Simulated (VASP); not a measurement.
# Cd4Te3O (I-42m) in VASP: single point with PBE

Aim: the single point of Cd4Te3O with PBE.

Program: VASP 6.6.1. These are calculated values, not measurements. Logs are shortened: lines on timing, memory, paths and dates and some standing lists are left out, and cuts for length are marked.

## (1) The cell of the first run

Symmetry: I-42m, No. 121, tetragonal system. The conventional cell has a = 6.263 Å, b = 6.263 Å, c = 12.253 Å, α = 90.00°, β = 90.00°, γ = 90.00°. Cd (site symmetry m) has 1 O at 2.26 Å and 3 Te at 2.84 to 2.91 Å within 3.0 Å. Te (site symmetry -4) has 4 Cd at 2.84 Å within 3.7 Å. Within 3.8 Å of Te (site symmetry -42m) lie 4 Cd at 2.91 Å. O (site symmetry -42m) has 4 Cd at 2.26 Å within 3.0 Å.

## (2) Single point, PBE

File INCAR:

```
PREC     = Accurate       # precision mode
ENCUT    = 520            # plane-wave cutoff, eV
EDIFF    = 1E-6           # SCF threshold, eV
ISMEAR   = 0              # smearing method
SIGMA    = 0.1            # smearing width, eV
LREAL    = False          # projectors in reciprocal space
LASPH    = True           # aspherical terms in the spheres
NELM     = 100            # most SCF steps
ALGO     = Normal         # electronic algorithm
ISIF     = 2              # what is computed and relaxed
LWAVE    = False          # write WAVECAR
LCHARG   = False          # write CHGCAR
GGA      = PE             # functional
NBANDS   = 46             # bands
```

File KPOINTS:

```
regular mesh
0
Gamma
  8 8 8
```

File POSCAR:

```
Cd4Te3O
1.0
   -3.1316240743      3.1316240743      6.1264363539
    3.1316240743     -3.1316240743      6.1264363539
    3.1316240743      3.1316240743     -6.1264363539
Cd Te O
4 3 1
Direct
    0.0989225197      0.0989225197      0.4139120740
    0.6850104457      0.6850104457      0.5860879260
    0.3149895543      0.9010774803      0.0000000000
    0.9010774803      0.3149895543      0.0000000000
    0.2500000000      0.7500000000      0.5000000000
    0.7500000000      0.2500000000      0.5000000000
    0.5000000000      0.5000000000      0.0000000000
    0.0000000000      0.0000000000      0.0000000000
```

Potentials or basis: VASP PAW PBE potentials, release 64 (Cd, Te, O).

Launch:

```
$ cat potpaw_PBE.64/Cd/POTCAR potpaw_PBE.64/Te/POTCAR potpaw_PBE.64/O/POTCAR > POTCAR
$ mpirun -np 1 vasp_std > vasp.out
```

OUTCAR:

```text
PREC = Accurate
   ENCUT = 520
   EDIFF = 1E-6
   ISMEAR = 0
   LREAL = False
   LASPH = True
   NELM = 100
   ISIF = 2
   GGA = PE

 ion  position               nearest neighbor table
   1  0.099  0.099  0.414-   8 2.26   6 2.84   5 2.84   7 2.91   2 3.67   3 3.71   4 3.71
   2  0.685  0.685  0.586-   8 2.26   6 2.84   5 2.84   7 2.91   1 3.67   4 3.71   3 3.71
   3  0.315  0.901  0.000-   8 2.26   6 2.84   5 2.84   7 2.91   4 3.67   2 3.71   1 3.71
   4  0.901  0.315  0.000-   8 2.26   5 2.84   6 2.84   7 2.91   3 3.67   2 3.71   1 3.71
   5  0.250  0.750  0.500-   1 2.84   3 2.84   4 2.84   2 2.84
   6  0.750  0.250  0.500-   1 2.84   4 2.84   3 2.84   2 2.84
   7  0.500  0.500  0.000-   2 2.91   1 2.91   4 2.91   3 2.91
   8  0.000  0.000  0.000-   3 2.26   4 2.26   2 2.26   1 2.26

  LATTYP: Found a body centered tetragonal cell.
 ALAT       =     6.2632481486
 C/A-ratio  =     1.9563128296

  Lattice vectors:

 A1 = (  -3.1316240743,   3.1316240743,   6.1264363539)
 A2 = (   3.1316240743,  -3.1316240743,   6.1264363539)
 A3 = (   3.1316240743,   3.1316240743,  -6.1264363539)

Analysis of symmetry for initial positions (statically):
=====================================================================
 Subroutine PRICEL returns:
 Original cell was already a primitive cell.

 Routine SETGRP: Setting up the symmetry group for a
 body centered tetragonal supercell.

 Subroutine GETGRP returns: Found  8 space group operations
 (whereof  8 operations were pure point group operations)
 out of a pool of 16 trial point group operations.

The static configuration has the point symmetry D_2d.

Analysis of symmetry for dynamics (positions and initial velocities):
=====================================================================
 Subroutine PRICEL returns:
 Original cell was already a primitive cell.

 Routine SETGRP: Setting up the symmetry group for a
 body centered tetragonal supercell.

 Subroutine GETGRP returns: Found  8 space group operations
 (whereof  8 operations were pure point group operations)
 out of a pool of 16 trial point group operations.

[... 110 lines left out ...]
   ENCUT  =  520.0 eV  38.22 Ry    6.18 a.u.  14.06 14.06 14.06*2*pi/ulx,y,z
   NELM   =    100;   NELMIN=  2; NELMDL= -5     # of ELM steps
   EDIFF  = 0.1E-05   stopping-criterion for ELM
   LREAL  =      F    real-space projection
   EDIFFG = 0.1E-04   stopping-criterion for IOM
   NSW    =      0    number of steps for IOM
   IBRION =     -1    ionic relax: 0-MD 1-quasi-New 2-CG
   NFREE  =      0    steps in history (QN), initial steepest desc. (CG)
   ISIF   =      2    stress and relaxation
   ISYM   =      2    0-nonsym 1-usesym 2-fastsym
   POTIM  = 0.5000    time-step for ionic-motion
   TEBEG  =    0.0;   TEEND  =   0.0 temperature during run
   PSTRESS=    0.0 pullay stress
   NELECT =      72.0000    total number of electrons
   NUPDOWN=      -1.0000    fix difference up-down
   EMIN   =  10.00;   EMAX   =-10.00  energy-range for DOS
   EFERMI =   0.00;   METHOD = LEGACY
   ISMEAR =     0;   SIGMA  =   0.10  broadening in eV -4-tet -1-fermi 0-gaus
   EFERMI_NEDOS =   21; number of points for ismear=-14 and -15
   IALGO  =     38    algorithm
   IMIX   =      4    mixing-type and parameters
     AMIX     =   0.40;   BMIX     =  1.00
     AMIX_MAG =   1.60;   BMIX_MAG =  1.00
  volume/ion in A,a.u.               =      30.04       202.73
  Fermi-wavevector in a.u.,A,eV,Ry     =   1.095427  2.070056 16.326439  1.199959
  Thomas-Fermi vector in A             =   2.231750
   LORBIT       =      0    0 simple, 1 ext, 2 COOP (PROOUT), +10 PAW based schemes
   GGA     = PE    functional components
   LHFCALC =     F    Hartree Fock is set to
   AEXX    =    0.0000 exact exchange contribution
   IVDW    =     0    specifies the selected vdW correction
   LEPSILON=     F    determine dielectric tensor
   LRPA    =     F    only Hartree local field effects (RPA)
 non-spin polarized calculation
 Gauss-broadening in eV      SIGMA  =   0.10
  energy-cutoff  :      520.00
  volume of cell :      240.33
 maximum number of plane-waves:      6518
   NGX = 29   NGY = 29   NGZ = 29

 number of electron      72.0000004 magnetization

 Free energy of the ion-electron system (eV)
  ---------------------------------------------------
  ext. energy  EPLUGINS =         0.00000000
  ---------------------------------------------------
  free energy    TOTEN  =       -21.60454805 eV

  energy without entropy =      -21.60394187  energy(sigma->0) =      -21.60424496

 E-fermi :   2.0439     XC(G=0):  -8.8169

 val. band max:        1.9735146593   @ k =   0.0000   0.0000   0.0000
 cond. band min:       2.5863441201   @ k =   0.1250   0.0000   0.0000
 fundamental gap:      0.6128294608
 Fermi energy:         2.0438902311

 k-point     1 :       0.0000    0.0000    0.0000
  band No.  band energies     occupation
      1     -15.3737      2.00000
      2      -8.8086      2.00000
      3      -8.3638      2.00000
      4      -8.1747      2.00000
      5      -6.0985      2.00000
      6      -6.0985      2.00000
[... 1165 lines left out ...]
     45       7.6370      0.00000
     46       7.8062      0.00000

 [... further k-points ...]

------------------------ aborting loop because EDIFF is reached ----------------------------------------

  FORCE on cell =-STRESS in cart. coord.  units (eV):
  Direction    XX          YY          ZZ          XY          YZ          ZX
  --------------------------------------------------------------------------------------
  -------------------------------------------------------------------------------------
  Total        0.3638574      0.3638574      0.3056596      0.0000000      0.0000000     -0.0000000
  in kB        2.4256861      2.4256861      2.0377056      0.0000000      0.0000000     -0.0000000
  external PRESSURE =       2.2963593 kB  Pullay stress =       0.0000000 kB

 VOLUME and BASIS-vectors are now :
 -----------------------------------------------------------------------------
  energy-cutoff  :      520.00
  volume of cell :      240.33
      direct lattice vectors                 reciprocal lattice vectors
    -3.131624074  3.131624074  6.126436354     0.000000000  0.159661565  0.081613514
     3.131624074 -3.131624074  6.126436354     0.159661565  0.000000000  0.081613514
     3.131624074  3.131624074 -6.126436354     0.159661565  0.159661565  0.000000000

 POSITION                                       TOTAL-FORCE (eV/Angst)
 -----------------------------------------------------------------------------------
      1.29622      1.29622     -1.32372         0.025656      0.025656     -0.024743
      1.83541      1.83541      4.80272        -0.025656     -0.025656     -0.024743
      1.83541     -1.83541      7.45016        -0.025656      0.025656      0.024743
     -1.83541      1.83541      7.45016         0.025656     -0.025656      0.024743
      3.13162     -0.00000      3.06322         0.000000     -0.000000     -0.000000
     -0.00000      3.13162      3.06322         0.000000      0.000000     -0.000000
      0.00000      0.00000      6.12644         0.000000      0.000000     -0.000000
      0.00000      0.00000      0.00000         0.000000      0.000000     -0.000000
 -----------------------------------------------------------------------------------
    total drift:                               -0.000008     -0.000008     -0.000007

  FREE ENERGIE OF THE ION-ELECTRON SYSTEM (eV)
  ---------------------------------------------------
  free  energy   TOTEN  =       -21.6045480465 eV

  energy  without entropy=      -21.6039418739  energy(sigma->0) =      -21.60424496
```

OSZICAR:

```text
N       E                     dE             d eps       ncg     rms          rms(c)
DAV:   1     0.480431839228E+03    0.48043E+03   -0.32936E+04  5428   0.139E+03
DAV:   2     0.774413587767E+01   -0.47269E+03   -0.45811E+03  5930   0.338E+02
DAV:   3    -0.241459020003E+02   -0.31890E+02   -0.31600E+02  6406   0.844E+01
DAV:   4    -0.246481192480E+02   -0.50222E+00   -0.50177E+00  6414   0.929E+00
DAV:   5    -0.246528607445E+02   -0.47415E-02   -0.47413E-02  6202   0.961E-01    0.139E+01
DAV:   6    -0.218486922436E+02    0.28042E+01   -0.12380E+01  6928   0.246E+01    0.106E+01
DAV:   7    -0.216239421521E+02    0.22475E+00   -0.26563E+00  5718   0.886E+00    0.662E+00
DAV:   8    -0.216159984751E+02    0.79437E-02   -0.73570E-01  5960   0.343E+00    0.141E+00
DAV:   9    -0.216033719205E+02    0.12627E-01   -0.53637E-02  6928   0.147E+00    0.718E-01
DAV:  10    -0.216040498951E+02   -0.67797E-03   -0.19258E-02  5756   0.612E-01    0.182E-01
DAV:  11    -0.216044483574E+02   -0.39846E-03   -0.20284E-03  5986   0.204E-01    0.815E-02
DAV:  12    -0.216045497342E+02   -0.10138E-03   -0.69744E-04  6472   0.106E-01    0.452E-02
DAV:  13    -0.216045456939E+02    0.40403E-05   -0.59959E-05  6090   0.575E-02    0.195E-02
DAV:  14    -0.216045490153E+02   -0.33214E-05   -0.18604E-05  5516   0.191E-02    0.903E-03
DAV:  15    -0.216045478821E+02    0.11332E-05   -0.65208E-06  5748   0.136E-02    0.196E-03
DAV:  16    -0.216045480465E+02   -0.16443E-06   -0.13483E-06  4352   0.457E-03
   1 F= -.21604548E+02 E0= -.21604245E+02  d E =-.606173E-03
```

stdout:

```text
POSCAR found type information on POSCAR CdTeO
 POSCAR found :  3 types and       8 ions
 scaLAPACK will be used
 LDA part: xc-table for (Slater+PW92), standard interpolation
 POSCAR, INCAR and KPOINTS ok, starting setup
 FFT: planning ... GRIDC
 FFT: planning ... GRID_SOFT
 FFT: planning ... GRID
 WAVECAR not read
 entering main loop
```

Wall time 29 min (1 thread of Intel Xeon 8259CL, shared host); peak memory 0.8 GiB.

What came out:

* Free energy: -21.6045 eV
* Pressure: 0.2 GPa
* Largest force: 0.044 eV/Å
* Band gap on the k mesh: 0.04 eV (least direct gap 0.10 eV)

Forces in eV/Å, atoms in the order of the input:
```
Cd   0.026  0.026 -0.025
Cd  -0.026 -0.026 -0.025
Cd  -0.026  0.026  0.025
Cd   0.026 -0.026  0.025
Te   0.000  0.000  0.000
Te   0.000  0.000  0.000
Te   0.000  0.000  0.000
O    0.000  0.000  0.000
```

Levels at points of the mesh, in eV from the valence-band top:
| k point | band 33 | band 34 | band 35 | band 36 | band 37 | band 38 | band 39 | band 40 |
| --- | --- | --- | --- | --- | --- | --- | --- | --- |
| (0.00, 0.00, 0.00) | -1.56 | -0.09 | -0.09 | -0.06 | 0.04 | 2.94 | 3.03 | 4.04 |
| (0.50, 0.00, 0.00) | -1.30 | -0.98 | -0.97 | -0.19 | 2.40 | 2.74 | 3.04 | 3.77 |
| (0.50, 0.50, 0.00) | -0.55 | -0.29 | -0.25 | -0.20 | 0.99 | 2.75 | 3.24 | 3.70 |
| (0.50, 0.50, 0.50) | -0.95 | -0.95 | -0.52 | -0.52 | 2.16 | 2.70 | 2.78 | 3.22 |

Caveat: the smearing spreads over this small gap; semilocal functionals underestimate gaps, and a narrow one can read as zero; spin-orbit coupling is left out, which moves the levels of the heavy elements. A k mesh can miss the band edges.

The gap in the log of VASP goes by the Fermi energy; the results here count the filled bands.